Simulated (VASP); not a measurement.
A run of VASP 6.6.1:

INCAR

```
SYSTEM = MoS2
PREC = Accurate
ENCUT = 600
EDIFF = 1E-7
ISMEAR = -1
SIGMA = 0.1
LREAL = .False.
LASPH = .True.
NELM = 80
ALGO = Normal
ISIF = 8
LWAVE = .False.
LCHARG = .False.
GGA = CA
IBRION = 2
NSW = 80
EDIFFG = -0.01
```

KPOINTS

```
regular mesh
0
Gamma
  9 9 4
  0 0 0
```

POSCAR

```
MoS2
1.0
    3.2274650000      0.0000000000      0.0000000000
   -1.6137320000      2.7950660000      0.0000000000
    0.0000000000      0.0000000000      6.3124730000
Mo S
1 2
Direct
    0.0000000000      0.0000000000      0.5000000000
    0.3333333333      0.6666666667      0.2553190000
    0.6666666667      0.3333333333      0.7446810000
```

Potentials or basis: VASP PAW LDA potentials, release 64 (Mo_sv, S).

The run is started by

```console
$ cat potpaw_LDA.64/Mo_sv/POTCAR potpaw_LDA.64/S/POTCAR > POTCAR
$ mpirun -np 1 vasp_std > vasp.out
```

Hardware: 1 thread of Intel Xeon 8259CL (shared host).

Question: How long does it take, and how much memory?

Answer: It took 9.5 min on 1 thread of Intel Xeon 8259CL, on a shared host, peak memory 0.21 GiB. Counts: scf iterations 89, k points 43, ion steps 9.
